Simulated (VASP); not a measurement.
# Al8N7 (a cell with a defect) in VASP: a series of runs

Al8N7 (a cell with a defect) is run at these levels: PBE; tasks: single point.

Everything below comes from runs of VASP 6.6.1. Logs are shortened: lines on timing, memory, paths and dates and some standing lists are left out, and cuts for length are marked.

## (1) The cell of the first run

The cell holds a defect, 15 atoms: a = 5.757 Å, b = 5.757 Å, c = 5.757 Å, α = 60.00°, β = 60.00°, γ = 60.00°.

## (2) Single point, PBE

The input, INCAR:

```
SYSTEM = Al8N7
PREC = Accurate
ENCUT = 520
EDIFF = 1E-7
ISMEAR = 0
SIGMA = 0.05
LREAL = Auto
LASPH = .True.
NELM = 60
ALGO = Normal
ISIF = 2
LWAVE = .False.
LCHARG = .False.
GGA = PE
NELECT = 56.0
NBANDS = 42
```

The input, KPOINTS:

```
regular mesh
0
Gamma
  4 4 4
  0 0 0
```

The input, POSCAR:

```
Al8N7
1.0
    0.0000000000      4.0705261175     -4.0705261175
    4.0705261175      4.0705261175      0.0000000000
    4.0705261175      0.0000000000     -4.0705261175
Al N
8 7
Direct
    0.2500000000      0.7500000000      0.2500000000
    0.2500000000      0.2500000000      0.2500000000
    0.7500000000      0.7500000000      0.2500000000
    0.7500000000      0.2500000000      0.2500000000
    0.2500000000      0.7500000000      0.7500000000
    0.2500000000      0.2500000000      0.7500000000
    0.7500000000      0.7500000000      0.7500000000
    0.7500000000      0.2500000000      0.7500000000
    0.5307085611     -0.2182085611      0.0307085611
    1.0000000000      0.5000000000      0.0000000000
    1.0000000000      0.0000000000      0.0000000000
    0.5000000000      0.5000000000      0.5000000000
    0.5000000000      0.0000000000      0.5000000000
    1.0000000000      0.5000000000      0.5000000000
    1.0000000000      0.0000000000      0.5000000000
```

Potentials or basis: VASP PAW PBE potentials, release 64 (Al, N).

Launch:

```
$ cat potpaw_PBE.64/Al/POTCAR potpaw_PBE.64/N/POTCAR > POTCAR
$ mpirun -np 1 vasp_std > vasp.out
```

OUTCAR:

```text
SYSTEM = Al8N7
   PREC = Accurate
   ENCUT = 520
   EDIFF = 1E-7
   ISMEAR = 0
   LREAL = Auto
   LASPH = .True.
   NELM = 60
   ISIF = 2
   GGA = PE
   NELECT = 56.0

 ion  position               nearest neighbor table
   1  0.250  0.750  0.250-   9 1.50  11 2.04  12 2.04  14 2.04  15 2.04   5 2.88   2 2.88   3 2.88
                             5 2.88   6 2.88   7 2.88   2 2.88   4 2.88   6 2.88   3 2.88   4 2.88
   2  0.250  0.250  0.250-  10 2.04  13 2.04  14 2.04  15 2.04   4 2.88   6 2.88   1 2.88   5 2.88
                             6 2.88   8 2.88   1 2.88   3 2.88   5 2.88   3 2.88   4 2.88   8 2.88
   3  0.750  0.750  0.250-  10 2.04  11 2.04  12 2.04  13 2.04  14 2.04   9 2.09   1 2.88   4 2.88
                             7 2.88   5 2.88   7 2.88   8 2.88   2 2.88   4 2.88   8 2.88   1 2.88
   4  0.750  0.250  0.250-  10 2.04  11 2.04  12 2.04  13 2.04  15 2.04   9 2.53   8 2.88   2 2.88
                             3 2.88   6 2.88   7 2.88   8 2.88   1 2.88   3 2.88   7 2.88   1 2.88
   5  0.250  0.750  0.750-  10 2.04  11 2.04  12 2.04  13 2.04  15 2.04   7 2.88   1 2.88   6 2.88
                             1 2.88   2 2.88   3 2.88   2 2.88   6 2.88   8 2.88   3 2.88   7 2.88
   6  0.250  0.250  0.750-  10 2.04  11 2.04  12 2.04  13 2.04  14 2.04   9 2.53   2 2.88   5 2.88
                             8 2.88   1 2.88   2 2.88   4 2.88   1 2.88   5 2.88   7 2.88   4 2.88
   7  0.750  0.750  0.750-   9 1.50  10 2.04  13 2.04  14 2.04  15 2.04   8 2.88   3 2.88   5 2.88
                             1 2.88   3 2.88   4 2.88   4 2.88   6 2.88   8 2.88   1 2.88   5 2.88
   8  0.750  0.250  0.750-  11 2.04  12 2.04  14 2.04  15 2.04   6 2.88   7 2.88   4 2.88   2 2.88
                             3 2.88   4 2.88   3 2.88   5 2.88   7 2.88   2 2.88   5 2.88   6 2.88
   9  0.531  0.782  0.031-   1 1.50   7 1.50   3 2.09   6 2.53   4 2.53
  10  0.000  0.500  0.000-   2 2.04   3 2.04   4 2.04   5 2.04   6 2.04   7 2.04
  11  0.000  0.000  0.000-   1 2.04   3 2.04   4 2.04   5 2.04   6 2.04   8 2.04
  12  0.500  0.500  0.500-   1 2.04   3 2.04   4 2.04   5 2.04   6 2.04   8 2.04
  13  0.500  0.000  0.500-   2 2.04   3 2.04   4 2.04   5 2.04   6 2.04   7 2.04
  14  0.000  0.500  0.500-   1 2.04   2 2.04   3 2.04   6 2.04   7 2.04   8 2.04
  15  0.000  0.000  0.500-   1 2.04   2 2.04   4 2.04   5 2.04   7 2.04   8 2.04

  LATTYP: Found a face centered cubic cell.
 ALAT       =     8.1410522350

  Lattice vectors:

 A1 = (   0.0000000000,   4.0705261175,  -4.0705261175)
 A2 = (   4.0705261175,   4.0705261175,   0.0000000000)
 A3 = (   4.0705261175,   0.0000000000,  -4.0705261175)

Analysis of symmetry for initial positions (statically):
=====================================================================
 Subroutine PRICEL returns:
 Original cell was already a primitive cell.

 Routine SETGRP: Setting up the symmetry group for a
 face centered cubic supercell.

 Subroutine GETGRP returns: Found  2 space group operations
 (whereof  1 operations were pure point group operations)
 out of a pool of 48 trial point group operations.

The static configuration has the point symmetry C_1 .
 The point group associated with its full space group is C_1h.

Analysis of symmetry for dynamics (positions and initial velocities):
=====================================================================
 Subroutine PRICEL returns:
 Original cell was already a primitive cell.

 Routine SETGRP: Setting up the symmetry group for a
 face centered cubic supercell.

 Subroutine GETGRP returns: Found  2 space group operations
 (whereof  1 operations were pure point group operations)
 out of a pool of 48 trial point group operations.

The dynamic configuration has the point symmetry C_1 .
 The point group associated with its full space group is C_1h.

 Subroutine INISYM returns: Found  2 space group operations
 (whereof  1 operations are pure point group operations),
 and found     1 'primitive' translations

----------------------------------------------------------------------------------------

                                     Primitive cell

  volume of cell :     134.8906

  direct lattice vectors                    reciprocal lattice vectors
     0.000000000  4.070526118 -4.070526118    -0.122834244  0.122834244 -0.122834244
     4.070526118  4.070526118  0.000000000     0.122834244  0.122834244  0.122834244
     4.070526118  0.000000000 -4.070526118     0.122834244 -0.122834244 -0.122834244

  length of vectors
     5.756593241  5.756593241  5.756593241     0.212755152  0.212755152  0.212755152

  position of ions in fractional coordinates (direct lattice)
     0.250000000  0.750000000  0.250000000
     0.250000000  0.250000000  0.250000000
     0.750000000  0.750000000  0.250000000
     0.750000000  0.250000000  0.250000000
     0.250000000  0.750000000  0.750000000
     0.250000000  0.250000000  0.750000000
     0.750000000  0.750000000  0.750000000
     0.750000000  0.250000000  0.750000000
     0.530708561  0.781791439  0.030708561
     0.000000000  0.500000000  0.000000000
     0.000000000  0.000000000  0.000000000
     0.500000000  0.500000000  0.500000000
     0.500000000  0.000000000  0.500000000
     0.000000000  0.500000000  0.500000000
     0.000000000  0.000000000  0.500000000

  ion indices of the primitive-cell ions
   primitive index   ion index
                 1           1
                 2           2
                 3           3
                 4           4
                 5           5
                 6           6
                 7           7
                 8           8
                 9           9
                10          10
                11          11
                12          12
                13          13
                14          14
                15          15

----------------------------------------------------------------------------------------

 KPOINTS: regular mesh

Automatic generation of k-mesh.
 Grid dimensions read from file:
 generate k-points for:    4    4    4

 Generating k-lattice:

  Cartesian coordinates                     Fractional coordinates (reciprocal lattice)
    -0.030708561  0.030708561 -0.030708561     0.250000000  0.000000000  0.000000000
     0.030708561  0.030708561  0.030708561     0.000000000  0.250000000  0.000000000
     0.030708561 -0.030708561 -0.030708561     0.000000000  0.000000000  0.250000000

  Length of vectors
     0.053188788  0.053188788  0.053188788

  Shift w.r.t. Gamma in fractional coordinates (k-lattice)
     0.000000000  0.000000000  0.000000000

 Subroutine IBZKPT returns following result:
 ===========================================

 Found     24 irreducible k-points:

 Following reciprocal coordinates:
            Coordinates               Weight
  0.000000  0.000000  0.000000      1.000000
  0.250000  0.000000  0.000000      4.000000
  0.000000  0.250000  0.000000      2.000000
  0.250000  0.250000  0.250000      2.000000
  0.500000  0.000000  0.000000      2.000000
  0.000000  0.500000  0.000000      1.000000
[... 16 lines left out ...]
 -0.250000  0.500000  0.250000      2.000000
  0.250000 -0.250000  0.500000      4.000000
   k-points           NKPTS =     24   k-points in BZ     NKDIM =     24   number of bands    NBANDS=     42
   number of dos      NEDOS =    301   number of ions     NIONS =     15
   total plane-waves  NPLWV = 110592
   dimension x,y,z NGX =    48 NGY =   48 NGZ =   48
   dimension x,y,z NGXF=    96 NGYF=   96 NGZF=   96
   ions per type =               8   7
   NGX,Y,Z   is equivalent  to a cutoff of  13.86, 13.86, 13.86 a.u.
   NGXF,Y,Z  is equivalent  to a cutoff of  27.72, 27.72, 27.72 a.u.
 SYSTEM =  Al8N7
   PREC   = accura    normal or accurate (medium, high low for compatibility)
   ISTART =      0    job   : 0-new  1-cont  2-samecut
   ICHARG =      2    charge: 1-file 2-atom 10-const
   ISPIN  =      1    spin polarized calculation?
   LNONCOLLINEAR =      F non collinear calculations
   LSORBIT =      F    spin-orbit coupling
   LASPH  =      T    aspherical Exc in radial PAW
   ENCUT  =  520.0 eV  38.22 Ry    6.18 a.u.  10.70 10.70 10.70*2*pi/ulx,y,z
   NELM   =     60;   NELMIN=  2; NELMDL= -5     # of ELM steps
   EDIFF  = 0.1E-06   stopping-criterion for ELM
   LREAL  =      T    real-space projection
   EDIFFG = 0.1E-05   stopping-criterion for IOM
   NSW    =      0    number of steps for IOM
   IBRION =     -1    ionic relax: 0-MD 1-quasi-New 2-CG
   NFREE  =      0    steps in history (QN), initial steepest desc. (CG)
   ISIF   =      2    stress and relaxation
   ISYM   =      2    0-nonsym 1-usesym 2-fastsym
   POTIM  = 0.5000    time-step for ionic-motion
   TEBEG  =    0.0;   TEEND  =   0.0 temperature during run
   PSTRESS=    0.0 pullay stress
   NELECT =      56.0000    total number of electrons
   NUPDOWN=      -1.0000    fix difference up-down
   EMIN   =  10.00;   EMAX   =-10.00  energy-range for DOS
   EFERMI =   0.00;   METHOD = LEGACY
   ISMEAR =     0;   SIGMA  =   0.05  broadening in eV -4-tet -1-fermi 0-gaus
   EFERMI_NEDOS =   21; number of points for ismear=-14 and -15
   IALGO  =     38    algorithm
   IMIX   =      4    mixing-type and parameters
     AMIX     =   0.40;   BMIX     =  1.00
     AMIX_MAG =   1.60;   BMIX_MAG =  1.00
  volume/ion in A,a.u.               =       8.99        60.69
  Fermi-wavevector in a.u.,A,eV,Ry     =   1.221266  2.307858 20.292965  1.491491
  Thomas-Fermi vector in A             =   2.356454
   LORBIT       =      0    0 simple, 1 ext, 2 COOP (PROOUT), +10 PAW based schemes
   GGA     = PE    functional components
   LHFCALC =     F    Hartree Fock is set to
   AEXX    =    0.0000 exact exchange contribution
   IVDW    =     0    specifies the selected vdW correction
   LEPSILON=     F    determine dielectric tensor
   LRPA    =     F    only Hartree local field effects (RPA)
 non-spin polarized calculation
 Gauss-broadening in eV      SIGMA  =   0.05
  energy-cutoff  :      520.00
  volume of cell :      134.89
 maximum number of plane-waves:      3695
 NGX is ok and might be reduce to    48
   NGX = 21   NGY = 21   NGZ = 21

 number of electron      55.9999997 magnetization

 Free energy of the ion-electron system (eV)
  ---------------------------------------------------
  ext. energy  EPLUGINS =         0.00000000
  ---------------------------------------------------
  free energy    TOTEN  =      -126.96386673 eV

  energy without entropy =     -126.95879062  energy(sigma->0) =     -126.96132867

 E-fermi :   9.0287     XC(G=0): -11.6344

 val. band max:        9.0078774585   @ k =  -0.2500   0.5000  -0.2500
 cond. band min:       9.0344369412   @ k =   0.2500   0.0000   0.0000
 fundamental gap:      0.0265594827
 Fermi energy:         9.0286785087

 k-point     1 :       0.0000    0.0000    0.0000
  band No.  band energies     occupation
      1      -7.8100      2.00000
      2      -5.4734      2.00000
      3      -4.9372      2.00000
      4      -4.8229      2.00000
      5      -4.0606      2.00000
      6      -4.0510      2.00000
[... 32 lines left out ...]
     39      15.6434      0.00000
[... 988 lines left out ...]
     39      18.2034      0.00000
     40      18.3705      0.00000
 [bands above 40 left out]

------------------------ aborting loop because EDIFF is reached ----------------------------------------

  FORCE on cell =-STRESS in cart. coord.  units (eV):
  Direction    XX          YY          ZZ          XY          YZ          ZX
  --------------------------------------------------------------------------------------
  -------------------------------------------------------------------------------------
  Total      -16.0433396    -16.0433396    -27.1948530    -16.8660752     -0.7263038     -0.7263037
  in kB     -190.5564817   -190.5564817   -323.0097748   -200.3286120     -8.6267505     -8.6267504
  external PRESSURE =    -234.7075794 kB  Pullay stress =       0.0000000 kB

 VOLUME and BASIS-vectors are now :
 -----------------------------------------------------------------------------
  energy-cutoff  :      520.00
  volume of cell :      134.89
      direct lattice vectors                 reciprocal lattice vectors
     0.000000000  4.070526118 -4.070526118    -0.122834244  0.122834244 -0.122834244
     4.070526118  4.070526118  0.000000000     0.122834244  0.122834244  0.122834244
     4.070526118  0.000000000 -4.070526118     0.122834244 -0.122834244 -0.122834244

 POSITION                                       TOTAL-FORCE (eV/Angst)
 -----------------------------------------------------------------------------------
      4.07053      4.07053     -2.03526         9.324838    -12.551186      2.187382
      2.03526      2.03526     -2.03526         2.259775     -3.085970      0.039461
      4.07053      6.10579     -4.07053        -0.503714     -0.503714     -1.522182
      2.03526      4.07053     -4.07053         0.233359      0.233359     -2.830538
      6.10579      4.07053     -4.07053        -0.134140     -0.134140      2.943412
      4.07053      2.03526     -4.07053        -0.204967     -0.204967      1.728016
      6.10579      6.10579     -6.10579       -12.551186      9.324838      2.187382
      4.07053      4.07053     -6.10579        -3.085970      2.259775      0.039461
      3.30730      5.34257     -2.28526         5.289523      5.289523     -1.725542
      2.03526      2.03526      0.00000        -1.403464      0.825436     -2.691329
      0.00000      0.00000      0.00000         0.385379     -0.551864      1.182816
      4.07053      4.07053     -4.07053         0.825436     -1.403464     -2.691329
      2.03526      2.03526     -4.07053        -0.551864      0.385379      1.182816
      4.07053      2.03526     -2.03526         0.040221      0.040221     -0.007400
      2.03526      0.00000     -2.03526         0.076773      0.076773     -0.022427
 -----------------------------------------------------------------------------------
    total drift:                                0.001110      0.001110      0.001334

  FREE ENERGIE OF THE ION-ELECTRON SYSTEM (eV)
  ---------------------------------------------------
  free  energy   TOTEN  =      -126.9638667289 eV

  energy  without entropy=     -126.9587906184  energy(sigma->0) =     -126.96132867
```

It took 3.5 min on 1 thread of Intel Xeon 6975P-C (Granite Rapids), shared host; peak memory 0.34 GiB.

Results:

* Free energy: -126.9639 eV
* Largest force: 15.788 eV/Å

Forces on the atoms (eV/Å):
```
Al    9.325 -12.551   2.187
Al    2.260  -3.086   0.039
Al   -0.504  -0.504  -1.522
Al    0.233   0.233  -2.831
Al   -0.134  -0.134   2.943
Al   -0.205  -0.205   1.728
Al  -12.551   9.325   2.187
Al   -3.086   2.260   0.039
N     5.290   5.290  -1.726
N    -1.403   0.825  -2.691
N     0.385  -0.552   1.183
N     0.825  -1.403  -2.691
N    -0.552   0.385   1.183
N     0.040   0.040  -0.007
N     0.077   0.077  -0.022
```

Caveat: the cell carries a net charge on a neutralising background, which shifts energy and pressure; the cell differs from its parent crystal (atoms taken out, atom 9 moved 0.375 of the way to it and -0.250 Å across, host rigid); the cell is charged against a uniform background, so pressure and absolute levels hang on convention.

(Part 1 of 2 ends here.)
